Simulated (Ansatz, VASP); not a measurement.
Two plane-wave programs on AlN

INCAR

```
SYSTEM = AlN
PREC     = Accurate       ! precision mode
ENCUT    = 520            ! plane-wave cutoff, eV
EDIFF    = 1E-6           ! SCF threshold, eV
ISMEAR   = 0              ! smearing method
SIGMA    = 0.05           ! smearing width, eV
LREAL    = .FALSE.        ! projectors in reciprocal space
LASPH    = .TRUE.         ! aspherical terms in the spheres
NELM     = 60             ! most SCF steps
ALGO     = Normal         ! electronic algorithm
ISIF     = 2              ! what is computed and relaxed
LWAVE    = .FALSE.        ! write WAVECAR
LCHARG   = .FALSE.        ! write CHGCAR
GGA      = PE             ! functional
NBANDS   = 26             ! bands
```

Contents of KPOINTS:

```
regular mesh
0
G
  6 6 6
  0 0 0
```

Contents of POSCAR:

```
AlN
1.0
    4.4025164325      0.0000000000      0.0000000000
    0.0000000000     -4.4025164325      0.0000000000
    0.0000000000      0.0000000000     -4.4025164325
Al N
4 4
Direct
   -0.0202373928      0.0000000000     -0.0202373928
    0.5000000000      0.5000000000      0.0000000000
    0.5000000000      0.0000000000      0.5000000000
    0.0000000000      0.5000000000      0.5000000000
    0.7500000000      0.7500000000      0.7500000000
    0.2500000000      0.2500000000      0.7500000000
    0.2500000000      0.7500000000      0.2500000000
    0.7500000000      0.2500000000      0.2500000000
```

Input for Ansatz:

```yaml
crystal:
  lattice:
    - [4.4025164325, 0.0, 0.0]
    - [0.0, -4.4025164325, 0.0]
    - [0.0, 0.0, -4.4025164325]
  atoms:
    - { symbol: Al, position: [-0.0202373928, 0.0, -0.0202373928] }
    - { symbol: Al, position: [0.5, 0.5, 0.0] }
    - { symbol: Al, position: [0.5, 0.0, 0.5] }
    - { symbol: Al, position: [0.0, 0.5, 0.5] }
    - { symbol: "N", position: [0.75, 0.75, 0.75] }
    - { symbol: "N", position: [0.25, 0.25, 0.75] }
    - { symbol: "N", position: [0.25, 0.75, 0.25] }
    - { symbol: "N", position: [0.75, 0.25, 0.25] }
basis:
  ecutwfc: 420
kpoints:
  mp_grid: { grid: [6, 6, 6] }
hamiltonian:
  xc: pbe
  pseudopotentials: { kind: paw, azcp: { folder: soft_1 } }
scf:
  occupations: { method: gaussian, width: 0.05 }
output:
  forces: true
  stress: true
  eigenvalues: true
```

Alike in both runs: task single point; functional PBE; k mesh 6 × 6 × 6; occupations gaussian, width 0.05 eV; no spin polarisation.

|  | VASP | Ansatz |
| --- | --- | --- |
| version | VASP 6.6.1 | Ansatz 0.2.0 |
| potentials or method | VASP PAW PBE potentials, release 64 (Al, N), cutoff 520 eV | scalar-relativistic, plane waves, PAW |
| valence electrons in the cell | 32 | 32 |

|  | VASP | Ansatz | Ansatz less VASP |
| --- | --- | --- | --- |
| gap on the k mesh at the Fermi level (eV) | 2.83 | 2.84 | +0.007 |
| least direct gap on the mesh (eV) | 2.83 | 2.84 | +0.007 |
| pressure (GPa) | 0.3 | 0.5 | +0.20 |
| traceless stress, the component that is largest in VASP (GPa) | 1.42 | 1.42 | -0.004 |
| rms of the force components (eV/Å) | 0.618 | 0.618 | -0.0004 |

Atom by atom the forces differ by 0.001 eV/Å (rms over components).
